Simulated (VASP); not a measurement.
# Cs2AgBiBr6 (Fm-3m) in VASP: further runs

Cs2AgBiBr6 is run at these levels: PBE; tasks: single point.

All numbers are computed with VASP 6.6.1; they aren't measurements. Logs are shortened: lines on timing, memory, paths and dates and some standing lists are left out, and cuts for length are marked.

## (1) The cell of the first run

Symmetry: Fm-3m, No. 225, cubic system. Conventional cell: a = 11.250 Å, b = 11.250 Å, c = 11.250 Å, α = 90.00°, β = 90.00°, γ = 90.00°. Within 5.2 Å of Cs (site symmetry -43m) lie 12 Br at 3.98 Å and 4 Ag at 4.87 Å and 4 Bi at 4.87 Å. Within 3.7 Å of Ag (site symmetry m-3m) lie 6 Br at 2.78 Å. Within 3.8 Å of Bi (site symmetry m-3m) lie 6 Br at 2.85 Å. Within 3.7 Å of Br (site symmetry 4mm) lie 1 Ag at 2.78 Å and 1 Bi at 2.85 Å.

## (2) Single point, PBE (35.59 Å³/atom)

Contents of INCAR:

```
PREC = Accurate
ENCUT = 520
EDIFF = 1E-6
ISMEAR = 0
SIGMA = 0.02
LREAL = False
LASPH = True
NELM = 80
ALGO = Normal
ISIF = 2
LWAVE = False
LCHARG = False
GGA = PE
NBANDS = 54
```

Contents of KPOINTS:

```
Automatic mesh
0
Gamma
  4 4 4
```

Contents of POSCAR:

```
Cs2AgBiBr6
1.0
    0.0000000000      5.6247945178      5.6247945178
    5.6247945178      0.0000000000      5.6247945178
    5.6247945178      5.6247945178      0.0000000000
Cs Ag Bi Br
2 1 1 6
Direct
    0.2500000000      0.2500000000      0.2500000000
    0.7500000000      0.7500000000      0.7500000000
    0.5000000000      0.5000000000      0.5000000000
    0.0000000000      0.0000000000      0.0000000000
    0.2531232690      0.7468767310      0.2531232690
    0.2531232690      0.7468767310      0.7468767310
    0.7468767310      0.2531232690      0.7468767310
    0.7468767310      0.2531232690      0.2531232690
    0.2531232690      0.2531232690      0.7468767310
    0.7468767310      0.7468767310      0.2531232690
```

Potentials or basis: VASP PAW PBE potentials, release 64 (Cs_sv, Ag, Bi_d, Br).

Started as:

```
cat potpaw_PBE.64/Cs_sv/POTCAR potpaw_PBE.64/Ag/POTCAR potpaw_PBE.64/Bi_d/POTCAR potpaw_PBE.64/Br/POTCAR > POTCAR
mpirun -np 1 vasp_std > vasp.out
```

OUTCAR:

```text
PREC = Accurate
   ENCUT = 520
   EDIFF = 1E-6
   ISMEAR = 0
   LREAL = False
   LASPH = True
   NELM = 80
   ISIF = 2
   GGA = PE

 ion  position               nearest neighbor table
   1  0.250  0.250  0.250-
   2  0.750  0.750  0.750-
   3  0.500  0.500  0.500-   5 2.78   6 2.78   7 2.78   8 2.78   9 2.78  10 2.78
   4  0.000  0.000  0.000-   5 2.85   6 2.85   7 2.85   8 2.85   9 2.85  10 2.85
   5  0.253  0.747  0.253-   3 2.78   4 2.85
   6  0.253  0.747  0.747-   3 2.78   4 2.85
   7  0.747  0.253  0.747-   3 2.78   4 2.85
   8  0.747  0.253  0.253-   3 2.78   4 2.85
   9  0.253  0.253  0.747-   3 2.78   4 2.85
  10  0.747  0.747  0.253-   3 2.78   4 2.85

  LATTYP: Found a face centered cubic cell.
 ALAT       =    11.2495890356

  Lattice vectors:

 A1 = (   0.0000000000,   5.6247945178,   5.6247945178)
 A2 = (   5.6247945178,   0.0000000000,   5.6247945178)
 A3 = (   5.6247945178,   5.6247945178,   0.0000000000)

Analysis of symmetry for initial positions (statically):
=====================================================================
 Subroutine PRICEL returns:
 Original cell was already a primitive cell.

 Routine SETGRP: Setting up the symmetry group for a
 face centered cubic supercell.

 Subroutine GETGRP returns: Found 48 space group operations
 (whereof 48 operations were pure point group operations)
 out of a pool of 48 trial point group operations.

The static configuration has the point symmetry O_h .

Analysis of symmetry for dynamics (positions and initial velocities):
=====================================================================
 Subroutine PRICEL returns:
 Original cell was already a primitive cell.

 Routine SETGRP: Setting up the symmetry group for a
 face centered cubic supercell.

 Subroutine GETGRP returns: Found 48 space group operations
 (whereof 48 operations were pure point group operations)
 out of a pool of 48 trial point group operations.

The dynamic configuration has the point symmetry O_h .

 Subroutine INISYM returns: Found 48 space group operations
 (whereof 48 operations are pure point group operations),
 and found     1 'primitive' translations

----------------------------------------------------------------------------------------

                                     Primitive cell

  volume of cell :     355.9180

  direct lattice vectors                    reciprocal lattice vectors
     0.000000000  5.624794518  5.624794518    -0.088892136  0.088892136  0.088892136
     5.624794518  0.000000000  5.624794518     0.088892136 -0.088892136  0.088892136
     5.624794518  5.624794518  0.000000000     0.088892136  0.088892136 -0.088892136

  length of vectors
     7.954660693  7.954660693  7.954660693     0.153965696  0.153965696  0.153965696

  position of ions in fractional coordinates (direct lattice)
     0.250000000  0.250000000  0.250000000
     0.750000000  0.750000000  0.750000000
     0.500000000  0.500000000  0.500000000
     0.000000000  0.000000000  0.000000000
     0.253123269  0.746876731  0.253123269
     0.253123269  0.746876731  0.746876731
     0.746876731  0.253123269  0.746876731
     0.746876731  0.253123269  0.253123269
     0.253123269  0.253123269  0.746876731
     0.746876731  0.746876731  0.253123269

  ion indices of the primitive-cell ions
   primitive index   ion index
                 1           1
                 2           2
                 3           3
                 4           4
                 5           5
                 6           6
                 7           7
                 8           8
                 9           9
                10          10

----------------------------------------------------------------------------------------

 KPOINTS: Automatic mesh

Automatic generation of k-mesh.
 Grid dimensions read from file:
 generate k-points for:    4    4    4

 Generating k-lattice:

  Cartesian coordinates                     Fractional coordinates (reciprocal lattice)
    -0.022223034  0.022223034  0.022223034     0.250000000  0.000000000  0.000000000
     0.022223034 -0.022223034  0.022223034     0.000000000  0.250000000  0.000000000
     0.022223034  0.022223034 -0.022223034     0.000000000  0.000000000  0.250000000

  Length of vectors
     0.038491424  0.038491424  0.038491424

  Shift w.r.t. Gamma in fractional coordinates (k-lattice)
     0.000000000  0.000000000  0.000000000

 Subroutine IBZKPT returns following result:
 ===========================================

 Found      8 irreducible k-points:

 Following reciprocal coordinates:
            Coordinates               Weight
  0.000000  0.000000  0.000000      1.000000
  0.250000  0.000000  0.000000      8.000000
  0.500000  0.000000  0.000000      4.000000
  0.250000  0.250000  0.000000      6.000000
  0.500000  0.250000  0.000000     24.000000
 -0.250000  0.250000  0.000000     12.000000
  0.500000  0.500000  0.000000      3.000000
 -0.250000  0.500000  0.250000      6.000000
[... 25 lines left out ...]
   ISYM   =      2    0-nonsym 1-usesym 2-fastsym
   POTIM  = 0.5000    time-step for ionic-motion
   TEBEG  =    0.0;   TEEND  =   0.0 temperature during run
   PSTRESS=    0.0 pullay stress
   NELECT =      86.0000    total number of electrons
   NUPDOWN=      -1.0000    fix difference up-down
   EMIN   =  10.00;   EMAX   =-10.00  energy-range for DOS
   EFERMI =   0.00;   METHOD = LEGACY
   ISMEAR =     0;   SIGMA  =   0.02  broadening in eV -4-tet -1-fermi 0-gaus
   EFERMI_NEDOS =   21; number of points for ismear=-14 and -15
   IALGO  =     38    algorithm
   IMIX   =      4    mixing-type and parameters
     AMIX     =   0.40;   BMIX     =  1.00
     AMIX_MAG =   1.60;   BMIX_MAG =  1.00
  volume/ion in A,a.u.               =      35.59       240.19
  Fermi-wavevector in a.u.,A,eV,Ry     =   1.019665  1.926888 14.146214  1.039717
  Thomas-Fermi vector in A             =   2.153192
   LORBIT       =      0    0 simple, 1 ext, 2 COOP (PROOUT), +10 PAW based schemes
   GGA     = PE    functional components
   LHFCALC =     F    Hartree Fock is set to
   AEXX    =    0.0000 exact exchange contribution
   IVDW    =     0    specifies the selected vdW correction
   LEPSILON=     F    determine dielectric tensor
   LRPA    =     F    only Hartree local field effects (RPA)
 non-spin polarized calculation
 Gauss-broadening in eV      SIGMA  =   0.02
  energy-cutoff  :      520.00
  volume of cell :      355.92
 maximum number of plane-waves:      9620
   NGX = 29   NGY = 29   NGZ = 29

 number of electron      85.9999995 magnetization

 Free energy of the ion-electron system (eV)
  ---------------------------------------------------
  ext. energy  EPLUGINS =         0.00000000
  ---------------------------------------------------
  free energy    TOTEN  =       -29.51975951 eV

  energy without entropy =      -29.51975951  energy(sigma->0) =      -29.51975951

 E-fermi :   1.4839     XC(G=0):  -8.1482

 val. band max:        1.3891916603   @ k =   0.5000   0.5000   0.0000
 cond. band min:       2.6159658298   @ k =   0.5000   0.0000   0.0000
 fundamental gap:      1.2267741694
 Fermi energy:         1.4839030994

 k-point     1 :       0.0000    0.0000    0.0000
  band No.  band energies     occupation
      1     -21.7573      2.00000
      2     -21.7573      2.00000
      3     -21.7249      2.00000
      4     -21.7249      2.00000
      5     -21.7249      2.00000
      6     -19.3926      2.00000
[... 46 lines left out ...]
     53       6.7861      0.00000
     54       6.7861      0.00000

 k-point     2 :       0.2500    0.0000    0.0000
  band No.  band energies     occupation
      1     -21.7573      2.00000
      2     -21.7573      2.00000
      3     -21.7249      2.00000
      4     -21.7249      2.00000
      5     -21.7249      2.00000
      6     -19.3916      2.00000
[... 46 lines left out ...]
     53       7.0795      0.00000
     54       7.1372      0.00000
[... 283 lines left out ...]
     53       7.6714      0.00000
     54       8.0550      0.00000

 k-point     8 :      -0.2500    0.5000    0.2500
  band No.  band energies     occupation
      1     -21.7573      2.00000
      2     -21.7573      2.00000
      3     -21.7249      2.00000
      4     -21.7249      2.00000
      5     -21.7249      2.00000
      6     -19.3891      2.00000
[... 46 lines left out ...]
     53       7.4281      0.00000
     54       7.7621      0.00000

------------------------ aborting loop because EDIFF is reached ----------------------------------------

  FORCE on cell =-STRESS in cart. coord.  units (eV):
  Direction    XX          YY          ZZ          XY          YZ          ZX
  --------------------------------------------------------------------------------------
  -------------------------------------------------------------------------------------
  Total        3.2692528      3.2692528      3.2692528      0.0000000      0.0000000     -0.0000000
  in kB       14.7166551     14.7166551     14.7166551      0.0000000      0.0000000     -0.0000000
  external PRESSURE =      14.7166551 kB  Pullay stress =       0.0000000 kB

 VOLUME and BASIS-vectors are now :
 -----------------------------------------------------------------------------
  energy-cutoff  :      520.00
  volume of cell :      355.92
      direct lattice vectors                 reciprocal lattice vectors
     0.000000000  5.624794518  5.624794518    -0.088892136  0.088892136  0.088892136
     5.624794518  0.000000000  5.624794518     0.088892136 -0.088892136  0.088892136
     5.624794518  5.624794518  0.000000000     0.088892136  0.088892136 -0.088892136

 POSITION                                       TOTAL-FORCE (eV/Angst)
 -----------------------------------------------------------------------------------
      2.81240      2.81240      2.81240         0.000000      0.000000     -0.000000
      8.43719      8.43719      8.43719        -0.000000      0.000000     -0.000000
      5.62479      5.62479      5.62479        -0.000000      0.000000     -0.000000
      0.00000      0.00000      0.00000        -0.000000      0.000000     -0.000000
      5.62479      2.84753      5.62479        -0.000000      0.003434     -0.000000
      8.40206      5.62479      5.62479        -0.003434      0.000000     -0.000000
      5.62479      8.40206      5.62479        -0.000000     -0.003434     -0.000000
      2.84753      5.62479      5.62479         0.003434      0.000000     -0.000000
      5.62479      5.62479      2.84753        -0.000000      0.000000      0.003434
      5.62479      5.62479      8.40206        -0.000000      0.000000     -0.003434
 -----------------------------------------------------------------------------------
    total drift:                               -0.000000     -0.000000     -0.000000

  FREE ENERGIE OF THE ION-ELECTRON SYSTEM (eV)
  ---------------------------------------------------
  free  energy   TOTEN  =       -29.5197595133 eV

  energy  without entropy=      -29.5197595133  energy(sigma->0) =      -29.51975951
```

Run time: 1.8 min. Hardware: 1 thread of Intel Xeon 6975P-C (Granite Rapids), shared host; peak memory 0.59 GiB.

What came out:

```yaml
Free_energy: -29.5198 eV
Pressure: 1.5 GPa
Largest_force: 0.003 eV/Å
Band_gap_on_the_k_mesh: 1.23 eV (least direct gap 2.42 eV)
```

Forces on the atoms (eV/Å):
```
Cs   0.000  0.000  0.000
Cs   0.000  0.000  0.000
Ag   0.000  0.000  0.000
Bi   0.000  0.000  0.000
Br   0.000  0.003  0.000
Br  -0.003  0.000  0.000
Br   0.000 -0.003  0.000
Br   0.003  0.000  0.000
Br   0.000  0.000  0.003
Br   0.000  0.000 -0.003
```

Caveat: spin-orbit coupling is left out, which moves the levels of the heavy elements.

## (3) Single point, PBE (36.73 Å³/atom)

This run uses another cell than the first one, of 36.73 Å³/atom.

Contents of INCAR:

```
SYSTEM = Cs2AgBiBr6
PREC = Accurate ; ENCUT = 520
EDIFF = 1E-7 ; ISMEAR = 0
SIGMA = 0.02 ; LREAL = .False.
LASPH = .True. ; NELM = 60
ALGO = Normal ; ISIF = 2
LWAVE = .False. ; LCHARG = .False.
GGA = PE ; NBANDS = 54
```

Contents of KPOINTS:

```
Automatic mesh
0
Gamma
  4 4 4
  0 0 0
```

Contents of POSCAR:

```
Cs2AgBiBr6
1.0
    0.0000000000      5.6840072325      5.6840072325
    5.6840072325      0.0000000000      5.6840072325
    5.6840072325      5.6840072325      0.0000000000
Cs Ag Bi Br
2 1 1 6
Direct
    0.2500000000      0.2500000000      0.2500000000
    0.7500000000      0.7500000000      0.7500000000
    0.5000000000      0.5000000000      0.5000000000
    0.0000000000      0.0000000000      0.0000000000
    0.2522589476      0.7477410524      0.2522589476
    0.2522589476      0.7477410524      0.7477410524
    0.7477410524      0.2522589476      0.7477410524
    0.7477410524      0.2522589476      0.2522589476
    0.2522589476      0.2522589476      0.7477410524
    0.7477410524      0.7477410524      0.2522589476
```

Potentials or basis: VASP PAW PBE potentials, release 64 (Cs_sv, Ag, Bi_d, Br).

Started as:

```
cat potpaw_PBE.64/Cs_sv/POTCAR potpaw_PBE.64/Ag/POTCAR potpaw_PBE.64/Bi_d/POTCAR potpaw_PBE.64/Br/POTCAR > POTCAR
mpirun -np 1 vasp_std > vasp.out
```

Wall time 1.9 min (1 thread of Intel Xeon 6975P-C (Granite Rapids), shared host); peak memory 0.57 GiB.

Results (log left out):

```
Free energy            : -29.5948 eV
Pressure               : 0.6 GPa
Largest force          : 0.003 eV/Å
Band gap on the k mesh : 1.28 eV (least direct gap 2.41 eV)
```

Forces in eV/Å, atoms in the order of the input:
```
Cs   0.000  0.000  0.000
Cs   0.000  0.000  0.000
Ag   0.000  0.000  0.000
Bi   0.000  0.000  0.000
Br   0.000  0.003  0.000
Br  -0.003  0.000  0.000
Br   0.000 -0.003  0.000
Br   0.003  0.000  0.000
Br   0.000  0.000  0.003
Br   0.000  0.000 -0.003
```

Levels at points of the mesh, in eV from the valence-band top:
| k point | band 40 | band 41 | band 42 | band 43 | band 44 | band 45 | band 46 | band 47 |
| --- | --- | --- | --- | --- | --- | --- | --- | --- |
| (0.00, 0.00, 0.00) | -1.09 | -1.09 | -0.59 | -0.59 | 2.27 | 2.27 | 2.27 | 3.68 |
| (0.50, 0.00, 0.00) | -1.39 | -1.35 | -1.13 | -1.13 | 1.28 | 3.55 | 3.55 | 5.01 |
| (0.50, 0.50, 0.00) | -1.44 | -1.11 | -0.59 | 0.00 | 2.73 | 2.73 | 3.06 | 4.39 |

Caveat: spin-orbit coupling is left out, which moves the levels of the heavy elements.

## (4) Single point, PBE

This run uses another cell than the first one, of 37.86 Å³/atom.

Contents of INCAR:

```
PREC = Accurate
ENCUT = 520
EDIFF = 1E-6
ISMEAR = 0
SIGMA = 0.02
LREAL = F
LASPH = T
NELM = 80
ALGO = Normal
ISIF = 2
LWAVE = F
LCHARG = F
GGA = PE
NBANDS = 54
```

Contents of KPOINTS:

```
regular mesh
0
Gamma
  4 4 4
```

Contents of POSCAR:

```
Cs2AgBiBr6
1.0
    0.0000000000      5.7420113124      5.7420113124
    5.7420113124      0.0000000000      5.7420113124
    5.7420113124      5.7420113124      0.0000000000
Cs Ag Bi Br
2 1 1 6
Direct
    0.2500000000      0.2500000000      0.2500000000
    0.7500000000      0.7500000000      0.7500000000
    0.5000000000      0.5000000000      0.5000000000
    0.0000000000      0.0000000000      0.0000000000
    0.2513063772      0.7486936228      0.2513063772
    0.2513063772      0.7486936228      0.7486936228
    0.7486936228      0.2513063772      0.7486936228
    0.7486936228      0.2513063772      0.2513063772
    0.2513063772      0.2513063772      0.7486936228
    0.7486936228      0.7486936228      0.2513063772
```

Started as:

```
cat potpaw_PBE.64/Cs_sv/POTCAR potpaw_PBE.64/Ag/POTCAR potpaw_PBE.64/Bi_d/POTCAR potpaw_PBE.64/Br/POTCAR > POTCAR
mpirun -np 1 vasp_std > vasp.out
```

Wall time 2 min (1 thread of Intel Xeon 6975P-C (Granite Rapids), shared host); peak memory 0.58 GiB.

Results (log left out):

* Free energy: -29.6164 eV
* Pressure: 0.0 GPa
* Band gap on the k mesh: 1.33 eV (least direct gap 2.38 eV)

Forces on the atoms (eV/Å):
```
Cs   0.000  0.000  0.000
Cs   0.000  0.000  0.000
Ag   0.000  0.000  0.000
Bi   0.000  0.000  0.000
Br   0.000  0.003  0.000
Br  -0.003  0.000  0.000
Br   0.000 -0.003  0.000
Br   0.003  0.000  0.000
Br   0.000  0.000  0.003
Br   0.000  0.000 -0.003
```

Levels at points of the mesh, in eV from the valence-band top:
```tsv
k point	band 40	band 41	band 42	band 43	band 44	band 45	band 46	band 47
(0.00, 0.00, 0.00)	-0.98	-0.98	-0.55	-0.55	2.34	2.34	2.34	3.71
(0.50, 0.00, 0.00)	-1.25	-1.25	-1.05	-1.05	1.33	3.54	3.54	5.05
(0.50, 0.50, 0.00)	-1.32	-0.99	-0.56	0.00	2.77	2.77	3.08	4.28
```

Caveat: spin-orbit coupling is left out, which moves the levels of the heavy elements.

## (5) Single point, PBE (39.00 Å³/atom)

This run uses another cell than the first one, of 39.00 Å³/atom.

Contents of INCAR:

```
SYSTEM = Cs2AgBiBr6
ALGO = Normal ; EDIFF = 1E-6
ENCUT = 520 ; GGA = PE
ISIF = 2 ; ISMEAR = 0
LASPH = .TRUE. ; LCHARG = .TRUE.
LELF = .TRUE. ; LREAL = .FALSE.
LVHAR = .TRUE. ; LWAVE = .FALSE.
NBANDS = 54 ; NELM = 60
PREC = Accurate ; SIGMA = 0.02
```

Contents of KPOINTS:

```
k-points
0
G
  4 4 4
  0 0 0
```

Contents of POSCAR:

```
Cs2AgBiBr6
1.0
    0.0000000000      5.7988666072      5.7988666072
    5.7988666072      0.0000000000      5.7988666072
    5.7988666072      5.7988666072      0.0000000000
Cs Ag Bi Br
2 1 1 6
Direct
    0.2500000000      0.2500000000      0.2500000000
    0.7500000000      0.7500000000      0.7500000000
    0.5000000000      0.5000000000      0.5000000000
    0.0000000000      0.0000000000      0.0000000000
    0.2503369759      0.7496630241      0.2503369759
    0.2503369759      0.7496630241      0.7496630241
    0.7496630241      0.2503369759      0.7496630241
    0.7496630241      0.2503369759      0.2503369759
    0.2503369759      0.2503369759      0.7496630241
    0.7496630241      0.7496630241      0.2503369759
```

Started as:

```
cat potpaw_PBE.64/Cs_sv/POTCAR potpaw_PBE.64/Ag/POTCAR potpaw_PBE.64/Bi_d/POTCAR potpaw_PBE.64/Br/POTCAR > POTCAR
mpirun -np 1 vasp_std > vasp.out
```

It took 2.3 min on 1 thread of Intel Xeon 6975P-C (Granite Rapids), shared host; peak memory 0.66 GiB.

The run converged. Its results:

```yaml
Free_energy: -29.5945 eV
Pressure: -0.6 GPa
Largest_force: 0.005 eV/Å
Band_gap_on_the_k_mesh: 1.38 eV (least direct gap 2.34 eV)
```

Forces in eV/Å, atoms in the order of the input:
```
Cs   0.000  0.000  0.000
Cs   0.000  0.000  0.000
Ag   0.000  0.000  0.000
Bi   0.000  0.000  0.000
Br   0.000 -0.005  0.000
Br   0.005  0.000  0.000
Br   0.000  0.005  0.000
Br  -0.005  0.000  0.000
Br   0.000  0.000 -0.005
Br   0.000  0.000  0.005
```

Levels at points of the mesh, in eV from the valence-band top:
```tsv
k point	band 40	band 41	band 42	band 43	band 44	band 45	band 46	band 47
(0.00, 0.00, 0.00)	-0.87	-0.87	-0.53	-0.53	2.40	2.40	2.40	3.73
(0.50, 0.00, 0.00)	-1.14	-1.13	-0.96	-0.96	1.38	3.52	3.52	5.09
(0.50, 0.50, 0.00)	-1.21	-0.89	-0.53	0.00	2.80	2.80	3.10	4.17
```

Caveat: spin-orbit coupling is left out, which moves the levels of the heavy elements.

## (6) Summary

```tsv
cell	gap on the mesh (eV)	pressure (GPa)
a = 7.955 Å, angles 60.0°, 10 atoms, atomic positions A	1.23	1.5
a = 8.038 Å, angles 60.0°, 10 atoms, atomic positions A	1.28	0.6
a = 8.120 Å, angles 60.0°, 10 atoms, atomic positions B	1.33	0.0
a = 8.201 Å, angles 60.0°, 10 atoms, atomic positions B	1.38	-0.6
```

Alike in all rows: task single point; level PBE; potentials or basis VASP PAW PBE potentials, release 64 (Cs_sv, Ag, Bi_d, Br); no spin polarisation; k mesh 4 × 4 × 4; cutoff (eV) 520; smearing gaussian 0.02 eV.

Caveats: spin-orbit coupling is left out, which moves the levels of the heavy elements.

Absolute energies hang on the potentials; compare differences alone.
